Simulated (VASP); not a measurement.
# SrO (Fm-3m) in VASP: a series of runs

The runs below take SrO through single point, relaxation of cell and atoms, with PBE, BLYP+D3(BJ), PBEsol.

Program: VASP 6.6.1. These are calculated values, not measurements. Logs are shortened: lines on timing, memory, paths and dates and some standing lists are left out, and cuts for length are marked.

## (1) The cell of the first run

Symmetry: Fm-3m, No. 225, cubic system. The conventional cell has a = 5.133 Å, b = 5.133 Å, c = 5.133 Å, α = 90.00°, β = 90.00°, γ = 90.00°. Sr (site symmetry m-3m) has 6 O at 2.57 Å within 3.4 Å. O (site symmetry m-3m) has 6 Sr at 2.57 Å within 3.4 Å.

## (2) Single point, PBE

Contents of INCAR:

```
SYSTEM = SrO
ALGO     = Normal         ! electronic algorithm
EDIFF    = 1E-7           ! SCF threshold, eV
ENCUT    = 520            ! plane-wave cutoff, eV
GGA      = PE             ! functional
ISIF     = 2              ! what is computed and relaxed
ISMEAR   = 0              ! smearing method
LASPH    = .TRUE.         ! aspherical terms in the spheres
LCHARG   = .FALSE.        ! write CHGCAR
LREAL    = .FALSE.        ! projectors in reciprocal space
LWAVE    = .FALSE.        ! write WAVECAR
NBANDS   = 15             ! bands
NELM     = 80             ! most SCF steps
PREC     = Accurate       ! precision mode
SIGMA    = 0.015          ! smearing width, eV
```

Contents of KPOINTS:

```
k-points
0
G
  9 9 9
  0 0 0
```

Contents of POSCAR:

```
SrO
1.0
    0.0000000000      2.5663000000      2.5663000000
    2.5663000000      0.0000000000      2.5663000000
    2.5663000000      2.5663000000      0.0000000000
Sr O
1 1
Direct
    0.5000000000      0.5000000000      0.5000000000
    0.0000000000      0.0000000000      0.0000000000
```

Potentials or basis: VASP PAW PBE potentials, release 64 (Sr_sv, O).

The run is started by

```bash
cat potpaw_PBE.64/Sr_sv/POTCAR potpaw_PBE.64/O/POTCAR > POTCAR
mpirun -np 1 vasp_std > vasp.out
```

OUTCAR:

```text
SYSTEM = SrO
   EDIFF = 1E-7
   ENCUT = 520
   GGA = PE
   ISIF = 2
   ISMEAR = 0
   LASPH = .TRUE.
   LREAL = .FALSE.
   NELM = 80
   PREC = Accurate

 ion  position               nearest neighbor table
   1  0.500  0.500  0.500-   2 2.57   2 2.57   2 2.57   2 2.57   2 2.57   2 2.57
   2  0.000  0.000  0.000-   1 2.57   1 2.57   1 2.57   1 2.57   1 2.57   1 2.57

  LATTYP: Found a face centered cubic cell.
 ALAT       =     5.1326000000

  Lattice vectors:

 A1 = (   0.0000000000,   2.5663000000,   2.5663000000)
 A2 = (   2.5663000000,   0.0000000000,   2.5663000000)
 A3 = (   2.5663000000,   2.5663000000,   0.0000000000)

Analysis of symmetry for initial positions (statically):
=====================================================================
 Subroutine PRICEL returns:
 Original cell was already a primitive cell.

 Routine SETGRP: Setting up the symmetry group for a
 face centered cubic supercell.

 Subroutine GETGRP returns: Found 48 space group operations
 (whereof 48 operations were pure point group operations)
 out of a pool of 48 trial point group operations.

The static configuration has the point symmetry O_h .

Analysis of symmetry for dynamics (positions and initial velocities):
=====================================================================
 Subroutine PRICEL returns:
 Original cell was already a primitive cell.

 Routine SETGRP: Setting up the symmetry group for a
 face centered cubic supercell.

 Subroutine GETGRP returns: Found 48 space group operations
 (whereof 48 operations were pure point group operations)
 out of a pool of 48 trial point group operations.

The dynamic configuration has the point symmetry O_h .

 Subroutine INISYM returns: Found 48 space group operations
 (whereof 48 operations are pure point group operations),
 and found     1 'primitive' translations

----------------------------------------------------------------------------------------

                                     Primitive cell

  volume of cell :      33.8028

  direct lattice vectors                    reciprocal lattice vectors
     0.000000000  2.566300000  2.566300000    -0.194833028  0.194833028  0.194833028
     2.566300000  0.000000000  2.566300000     0.194833028 -0.194833028  0.194833028
     2.566300000  2.566300000  0.000000000     0.194833028  0.194833028 -0.194833028

  length of vectors
     3.629296265  3.629296265  3.629296265     0.337460704  0.337460704  0.337460704

  position of ions in fractional coordinates (direct lattice)
     0.500000000  0.500000000  0.500000000
     0.000000000  0.000000000  0.000000000

  ion indices of the primitive-cell ions
   primitive index   ion index
                 1           1
                 2           2

----------------------------------------------------------------------------------------

 KPOINTS: k-points

Automatic generation of k-mesh.
 Grid dimensions read from file:
 generate k-points for:    9    9    9

 Generating k-lattice:

  Cartesian coordinates                     Fractional coordinates (reciprocal lattice)
    -0.021648114  0.021648114  0.021648114     0.111111111  0.000000000  0.000000000
     0.021648114 -0.021648114  0.021648114     0.000000000  0.111111111  0.000000000
     0.021648114  0.021648114 -0.021648114     0.000000000  0.000000000  0.111111111

  Length of vectors
     0.037495634  0.037495634  0.037495634

  Shift w.r.t. Gamma in fractional coordinates (k-lattice)
     0.000000000  0.000000000  0.000000000

 Subroutine IBZKPT returns following result:
 ===========================================

 Found     35 irreducible k-points:

 Following reciprocal coordinates:
            Coordinates               Weight
  0.000000  0.000000  0.000000      1.000000
  0.111111  0.000000  0.000000      8.000000
  0.222222  0.000000  0.000000      8.000000
  0.333333  0.000000  0.000000      8.000000
  0.444444  0.000000  0.000000      8.000000
  0.111111  0.111111  0.000000      6.000000
[... 16 lines left out ...]
 -0.333333  0.333333  0.000000     12.000000
  0.444444  0.444444  0.000000      6.000000
 [... further k-points ...]
   k-points           NKPTS =     35   k-points in BZ     NKDIM =     35   number of bands    NBANDS=     15
   number of dos      NEDOS =    301   number of ions     NIONS =      2
   total plane-waves  NPLWV =  21952
   dimension x,y,z NGX =    28 NGY =   28 NGZ =   28
   dimension x,y,z NGXF=    56 NGYF=   56 NGZF=   56
   ions per type =               1   1
   NGX,Y,Z   is equivalent  to a cutoff of  12.83, 12.83, 12.83 a.u.
   NGXF,Y,Z  is equivalent  to a cutoff of  25.65, 25.65, 25.65 a.u.
 SYSTEM =  SrO
   PREC   = accura    normal or accurate (medium, high low for compatibility)
   ISTART =      0    job   : 0-new  1-cont  2-samecut
   ICHARG =      2    charge: 1-file 2-atom 10-const
   ISPIN  =      1    spin polarized calculation?
   LNONCOLLINEAR =      F non collinear calculations
   LSORBIT =      F    spin-orbit coupling
   LASPH  =      T    aspherical Exc in radial PAW
   ENCUT  =  520.0 eV  38.22 Ry    6.18 a.u.   6.75  6.75  6.75*2*pi/ulx,y,z
   NELM   =     80;   NELMIN=  2; NELMDL= -5     # of ELM steps
   EDIFF  = 0.1E-06   stopping-criterion for ELM
   LREAL  =      F    real-space projection
   EDIFFG = 0.1E-05   stopping-criterion for IOM
   NSW    =      0    number of steps for IOM
   IBRION =     -1    ionic relax: 0-MD 1-quasi-New 2-CG
   NFREE  =      0    steps in history (QN), initial steepest desc. (CG)
   ISIF   =      2    stress and relaxation
   ISYM   =      2    0-nonsym 1-usesym 2-fastsym
   POTIM  = 0.5000    time-step for ionic-motion
   TEBEG  =    0.0;   TEEND  =   0.0 temperature during run
   PSTRESS=    0.0 pullay stress
   NELECT =      16.0000    total number of electrons
   NUPDOWN=      -1.0000    fix difference up-down
   EMIN   =  10.00;   EMAX   =-10.00  energy-range for DOS
   EFERMI =   0.00;   METHOD = LEGACY
   ISMEAR =     0;   SIGMA  =   0.01  broadening in eV -4-tet -1-fermi 0-gaus
   EFERMI_NEDOS =   21; number of points for ismear=-14 and -15
   IALGO  =     38    algorithm
   IMIX   =      4    mixing-type and parameters
     AMIX     =   0.40;   BMIX     =  1.00
     AMIX_MAG =   1.60;   BMIX_MAG =  1.00
  volume/ion in A,a.u.               =      16.90       114.06
  Fermi-wavevector in a.u.,A,eV,Ry     =   1.275843  2.410995 22.147245  1.627777
  Thomas-Fermi vector in A             =   2.408533
   LORBIT       =      0    0 simple, 1 ext, 2 COOP (PROOUT), +10 PAW based schemes
   GGA     = PE    functional components
   LHFCALC =     F    Hartree Fock is set to
   AEXX    =    0.0000 exact exchange contribution
   IVDW    =     0    specifies the selected vdW correction
   LEPSILON=     F    determine dielectric tensor
   LRPA    =     F    only Hartree local field effects (RPA)
 non-spin polarized calculation
 Gauss-broadening in eV      SIGMA  =   0.01
  energy-cutoff  :      520.00
  volume of cell :       33.80
 maximum number of plane-waves:       941
   NGX = 13   NGY = 13   NGZ = 13

 number of electron      15.9999996 magnetization

 Free energy of the ion-electron system (eV)
  ---------------------------------------------------
  ext. energy  EPLUGINS =         0.00000000
  ---------------------------------------------------
  free energy    TOTEN  =       -12.03701856 eV

  energy without entropy =      -12.03701856  energy(sigma->0) =      -12.03701856

 E-fermi :   1.7724     XC(G=0): -10.0523

 val. band max:        1.6895042158   @ k =   0.0000   0.0000   0.0000
 cond. band min:       5.0092587482   @ k =   0.4444   0.4444   0.0000
 fundamental gap:      3.3197545324
 Fermi energy:         1.7724343297

 k-point     1 :       0.0000    0.0000    0.0000
  band No.  band energies     occupation
      1     -30.6805      2.00000
      2     -13.4081      2.00000
      3     -12.3125      2.00000
      4     -12.3125      2.00000
      5     -12.3125      2.00000
      6       1.6895      2.00000
      7       1.6895      2.00000
      8       1.6895      2.00000
      9       5.7121      0.00000
     10       7.9122      0.00000
     11       7.9122      0.00000
     12       7.9122      0.00000
     13      10.0917      0.00000
     14      10.0917      0.00000
     15      14.4285      0.00000

 k-point     2 :       0.1111    0.0000    0.0000
  band No.  band energies     occupation
      1     -30.6642      2.00000
      2     -13.7130      2.00000
      3     -12.3224      2.00000
      4     -12.3224      2.00000
      5     -12.0473      2.00000
      6       1.3194      2.00000
      7       1.5293      2.00000
      8       1.5293      2.00000
      9       6.2769      0.00000
     10       7.7854      0.00000
     11       8.1563      0.00000
     12       8.1563      0.00000
     13      10.4199      0.00000
     14      10.4199      0.00000
     15      15.2336      0.00000

 k-point     3 :       0.2222    0.0000    0.0000
  band No.  band energies     occupation
      1     -30.6226      2.00000
      2     -14.2297      2.00000
      3     -12.3471      2.00000
      4     -12.3471      2.00000
      5     -11.6320      2.00000
      6       0.5893      2.00000
      7       1.1605      2.00000
      8       1.1605      2.00000
      9       7.5310      0.00000
     10       7.7332      0.00000
     11       8.8353      0.00000
     12       8.8353      0.00000
     13      11.2678      0.00000
     14      11.2678      0.00000
     15      17.0311      0.00000
[... 343 lines left out ...]
 k-point    23 :      -0.3333    0.3333    0.0000
  band No.  band energies     occupation
      1     -30.5067      2.00000
      2     -14.3902      2.00000
      3     -13.0112      2.00000
      4     -12.5191      2.00000
      5     -11.6633      2.00000
      6       0.3637      2.00000
      7       0.8797      2.00000
      8       1.2092      2.00000
      9       7.3913      0.00000
     10       8.9145      0.00000
     11      10.6987      0.00000
     12      11.2747      0.00000
     13      13.0529      0.00000
     14      14.5441      0.00000
     15      16.7870      0.00000

 k-point    24 :       0.4444    0.4444    0.0000
  band No.  band energies     occupation
      1     -30.5032      2.00000
      2     -13.6833      2.00000
      3     -12.9344      2.00000
      4     -12.6737      2.00000
      5     -12.6737      2.00000
      6       1.1559      2.00000
      7       1.5972      2.00000
      8       1.5972      2.00000
      9       5.0093      0.00000
     10       9.4193      0.00000
     11      11.8281      0.00000
     12      12.1124      0.00000
     13      12.6486      0.00000
     14      12.6486      0.00000
     15      15.8627      0.00000

 [... further k-points ...]

------------------------ aborting loop because EDIFF is reached ----------------------------------------

  FORCE on cell =-STRESS in cart. coord.  units (eV):
  Direction    XX          YY          ZZ          XY          YZ          ZX
  --------------------------------------------------------------------------------------
  -------------------------------------------------------------------------------------
  Total        0.8273151      0.8273151      0.8273151     -0.0000000      0.0000000     -0.0000000
  in kB       39.2129267     39.2129267     39.2129267     -0.0000000      0.0000000     -0.0000000
  external PRESSURE =      39.2129267 kB  Pullay stress =       0.0000000 kB

 VOLUME and BASIS-vectors are now :
 -----------------------------------------------------------------------------
  energy-cutoff  :      520.00
  volume of cell :       33.80
      direct lattice vectors                 reciprocal lattice vectors
     0.000000000  2.566300000  2.566300000    -0.194833028  0.194833028  0.194833028
     2.566300000  0.000000000  2.566300000     0.194833028 -0.194833028  0.194833028
     2.566300000  2.566300000  0.000000000     0.194833028  0.194833028 -0.194833028

 POSITION                                       TOTAL-FORCE (eV/Angst)
 -----------------------------------------------------------------------------------
      2.56630      2.56630      2.56630         0.000000      0.000000      0.000000
      0.00000      0.00000      0.00000         0.000000     -0.000000     -0.000000
 -----------------------------------------------------------------------------------
    total drift:                                0.000000      0.000000      0.000000

  FREE ENERGIE OF THE ION-ELECTRON SYSTEM (eV)
  ---------------------------------------------------
  free  energy   TOTEN  =       -12.0370185596 eV

  energy  without entropy=      -12.0370185596  energy(sigma->0) =      -12.03701856
```

Wall time 30 s (1 thread of Intel Xeon 8259CL, shared host); peak memory 0.17 GiB.

Results:

* Free energy: -12.0370 eV
* Pressure: 3.9 GPa
* Band gap on the k mesh: 3.32 eV (least direct gap 3.41 eV)

Levels at points of the mesh, in eV from the valence-band top:
```tsv
k point	band 5	band 6	band 7	band 8	band 9	band 10	band 11	band 12
(0.00, 0.00, 0.00)	-14.00	0.00	0.00	0.00	4.02	6.22	6.22	6.22
```

Caveat: the cell stands under pressure; an odd mesh through Γ misses points on the zone boundary, where band edges can lie. PBE gaps usually lie below the measured ones, often by a third to a half.

(Part 1 of 2 ends here.)
